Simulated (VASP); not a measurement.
Si:

```
Si
1.0
     2.52700    0.00000    0.00000
    -1.26350    2.18845    0.00000
     0.00000    0.00000    2.37300
Si
1
Direct
  0.00000 0.00000 0.00000
```

Base run:

| Item | Value |
| --- | --- |
| Program | VASP 6.6.1 |
| Functional | PBE |
| Potentials or basis | VASP PAW PBE potentials, release 64 (Si) |
| Cutoff | 520 eV |
| k mesh | 13 × 13 × 12, shifted |
| Occupations | methfessel-paxton, width 0.2 eV |
| Spin | no spin polarisation |

Its results: band gap on the k mesh zero (band 2 reaches 17.68 eV, above the bottom of band 3 at 6.87 eV); pressure 20.9 GPa.

Task: The run is repeated on the same cell with these changes: functional from PBE to BLYP. What comes out?

Result: Band gap on the k mesh zero (band 2 reaches 18.14 eV, above the bottom of band 3 at 7.47 eV); pressure 29.0 GPa.

BLYP binds less tightly than PBE, so the same cell stands under more pressure.

Caveats: the PAW data sets were made with another functional, which shifts forces and pressure a little (some runs).
